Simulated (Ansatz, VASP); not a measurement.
## AlN: VASP beside Ansatz

```
CELL_PARAMETERS angstrom
0.00000 1.97800 1.93844
1.97800 0.00000 1.93844
1.97800 1.97800 0.00000
ATOMIC_POSITIONS crystal
Al 0.00000 0.00000 0.00000
N 0.50000 0.50000 0.50000
```

Change from the starting cell: z stretched by -2 %, ions relaxed.

Alike in both runs: functional PBE; k mesh 13 × 13 × 13; occupations fermi-dirac, width 0.02 eV; no spin polarisation.

Ansatz relaxed the structure, and its values are those at the end. VASP's run is a single point on that final structure, the one shown.

|  | VASP | Ansatz |
| --- | --- | --- |
| version | VASP 6.6.1 | Ansatz 0.2.0 |
| potentials or method | VASP PAW PBE potentials, release 64 (Al, N) | plane-wave PAW, scalar-relativistic |
| plane-wave cutoff (eV) | 600 | 420 |
| valence electrons in the cell | 8 | 8 |

```csv
,VASP,Ansatz,Ansatz less VASP
gap on the k mesh at the Fermi level (eV),5.02,5.01,-0.012
```

With one functional, cell and mesh, what is left measures potentials, basis and numerics. Ansatz's warnings: stress scf threshold loose.
